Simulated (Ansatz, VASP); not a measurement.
# NaI in VASP and in Ansatz

File INCAR:

```
SYSTEM = NaI
  ALGO = Normal
  EDIFF = 1E-7
  EDIFFG = -0.001
  ENCUT = 500
  GGA = PS
  GGA_COMPAT = .False.
  IBRION = 2
  ISIF = 3
  ISMEAR = 0
  LASPH = .True.
  LCHARG = .False.
  LREAL = .False.
  LWAVE = .False.
  NELM = 120
  NELMIN = 4
  NSW = 80
  PREC = Accurate
  SIGMA = 0.01
```

Contents of KPOINTS:

```
k-points
0
Gamma
  6 6 6
  0 0 0
```

POSCAR

```
NaI
1.0
    0.0000000000      3.2004123227      3.2004123227
    3.2004123227      0.0000000000      3.2004123227
    3.2004123227      3.2004123227      0.0000000000
Na I
1 1
Direct
    0.0000000000      0.0000000000      0.0000000000
    0.5000000000      0.5000000000      0.5000000000
```

Input for Ansatz:

```yaml
crystal:
  lattice:
    - [0.0, 3.2004123227, 3.2004123227]
    - [3.2004123227, 0.0, 3.2004123227]
    - [3.2004123227, 3.2004123227, 0.0]
  atoms:
    - { symbol: Na, position: [0.0, 0.0, 0.0] }
    - { symbol: I, position: [0.5, 0.5, 0.5] }
basis:
  ecutwfc: 420
kpoints:
  mp_grid: { grid: [6, 6, 6] }
hamiltonian:
  xc: pbesol
scf:
  occupations: { method: fixed }
output:
  forces: true
  stress: true
  eigenvalues: true
relax:
  adjacent_minimum: "off"
  f_tol: 0.001
  max_steps: 60
  cell: { stress_tol: 0.01 }
```

Alike in both runs: task relaxation of cell and atoms; functional PBEsol; k mesh 6 × 6 × 6; no spin polarisation.

|  | VASP | Ansatz |
| --- | --- | --- |
| version | VASP 6.6.1 | Ansatz 0.2.0 |
| potentials or method | VASP PAW PBE potentials, release 64 (Na_pv, I), cutoff 500 eV | scalar-relativistic, plane waves, PAW |
| occupations | gaussian, width 0.01 eV | fixed |
| valence electrons in the cell | 14 | 26 |

Ansatz gave:

| Item | Value |
| --- | --- |
| gap on the k mesh at the Fermi level, each at its own relaxed structure (eV) | 3.59 |
| relaxed volume (Å³/atom) | 32.82 |
| relaxed cell length with the largest relative difference (Å) | 4.528 |

Question: Which values does VASP return?

Answer: gap on the k mesh at the Fermi level, each at its own relaxed structure (eV): 3.58; relaxed volume (Å³/atom): 32.88; relaxed cell length with the largest relative difference (Å): 4.530.

VASP's potentials were made for PBE, not for PBEsol. VASP's potentials hold 14 valence electrons a cell and Ansatz's 26, so a difference there can come from the potentials and not from the codes.

Spin-orbit coupling is off throughout.
